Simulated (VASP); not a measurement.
TiB2: elastic constants with PBEsol

Crystal: TiB2.

```
CELL_PARAMETERS angstrom
3.00434 0.00000 0.00000
-1.50217 2.60184 0.00000
0.00000 0.00000 3.16564
ATOMIC_POSITIONS crystal
Ti 0.00000 0.00000 0.00000
B 0.33333 0.66667 0.50000
B 0.66667 0.33333 0.50000
```

* Program: VASP 6.6.1
* Task: elastic constants
* Functional: PBEsol
* Potentials or basis: VASP PAW PBE potentials, release 64 (Ti_sv, B)
* Cutoff: 600 eV
* k mesh: 16 × 16 × 14
* Occupations: fermi-dirac, width 0.05 eV
* Spin: no spin polarisation
* Dipole correction: no
* Ions in elastic constants: relaxed
* Further INCAR settings: ALGO = Normal; EDIFF = 1e-08; IBRION = 6; POTIM = 0.015; NSW = 1; ISIF = 3

- Voigt bulk modulus: 280 GPa
- Highest phonon frequency at Γ: 927 cm⁻¹

Phonon frequencies in cm⁻¹ (negative: imaginary):
| q point | frequencies |
| --- | --- |
| (0.000, 0.000, 0.000) | 0 0 0 538 538 545 574 927 927 |

Elastic tensor in Voigt notation (GPa, in the Cartesian axes of the cell as first typed):
```
706  72 115   0   0   0
 72 706 115   0   0   0
115 115 498   0   0   0
  0   0   0 291   0   0
  0   0   0   0 291   0
  0   0   0   0   0 317
```

Clamped-ion elastic tensor (GPa):
```
712  66 115   0   0   0
 66 712 115   0   0   0
115 115 498   0   0   0
  0   0   0 291   0   0
  0   0   0   0 291   0
  0   0   0   0   0 323
```

Run time: 43 min on 1 thread of Oxide Virtual Turin-like Processor (shared host), peak memory 0.79 GiB.

Caveat: the cell is under stress, which shifts elastic constants; the PAW data sets were made with another functional, which shifts forces and pressure a little.
